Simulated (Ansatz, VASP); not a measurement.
Ca2Ge2N in VASP and in Ansatz

```
Ca Ge N
1.0
     5.44770    0.00000    0.00000
     0.00000    5.44770    0.00000
     0.00000    0.00000    4.71250
Ca Ge N
2 2 1
Direct
  0.00000 0.50000 0.50000
  0.50000 0.00000 0.50000
  0.50000 0.50000 0.24926
  0.50000 0.50000 0.75074
  0.00000 0.00000 0.00000
```

Alike in both runs: functional PBE; k mesh 8 × 8 × 8; occupations gaussian, width 0.1 eV; no spin polarisation.

Ansatz relaxed the structure, and its values are those at the end. VASP's run is a single point on that final structure, the one shown.

|  | VASP | Ansatz |
| --- | --- | --- |
| version | VASP 6.6.1 | Ansatz 0.2.0 |
| potentials or method | VASP PAW PBE potentials, release 64 (Ca_sv, Ge_d, N), cutoff 520 eV | scalar-relativistic, plane waves, PAW |
| valence electrons in the cell | 53 | 53 |

|  | VASP | Ansatz | Ansatz less VASP |
| --- | --- | --- | --- |
| gap on the k mesh at the Fermi level (eV) | none | none | - |
| pressure (GPa) | 0.0 | 0.0 | -0.04 |
| rms of the force components (eV/Å) | 0.005 | 0.000 | -0.0050 |

A gap of «none» marks a metal or a gap that the smearing closes.
